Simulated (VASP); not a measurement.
A run of VASP 6.6.1:

File INCAR:

```
PREC     = Accurate       # precision mode
ENCUT    = 520            # plane-wave cutoff, eV
EDIFF    = 1E-8           # SCF threshold, eV
ISMEAR   = -1             # smearing method
SIGMA    = 0.05           # smearing width, eV
LREAL    = False          # projectors in reciprocal space
LASPH    = True           # aspherical terms in the spheres
NELM     = 100            # most SCF steps
ALGO     = Normal         # electronic algorithm
ISIF     = 2              # what is computed and relaxed
LWAVE    = False          # write WAVECAR
LCHARG   = False          # write CHGCAR
GGA      = PS             # functional
LEFG     = True         
NBANDS   = 17             # bands
```

The input KPOINTS:

```
Automatic mesh
0
Gamma
  6 6 3
```

File POSCAR:

```
Ca
1.0
    1.9712759950     -3.3954901800      0.0000000000
    1.9712759950      3.3954901800      0.0000000000
    0.0000000000      0.0000000000      6.5091117400
Ca
2
Direct
    0.8355866000      0.1644134000      0.2500000000
    0.1644134000      0.8355866000      0.7500000000
```

Potentials or basis: VASP PAW PBE potentials, release 64 (Ca_sv).

Run with:

```console
$ cat potpaw_PBE.64/Ca_sv/POTCAR > POTCAR
$ mpirun -np 1 vasp_std > vasp.out
```

Hardware: 1 thread of Intel(R) Xeon(R) Platinum 8488C (Sapphire Rapids), on a shared host.

Q: How long does it take, and how much memory?

A: Run time: 46 s on 1 thread of Intel(R) Xeon(R) Platinum 8488C (Sapphire Rapids) (shared host), peak memory 0.2 GiB. Counts: scf iterations 15, k points 26.
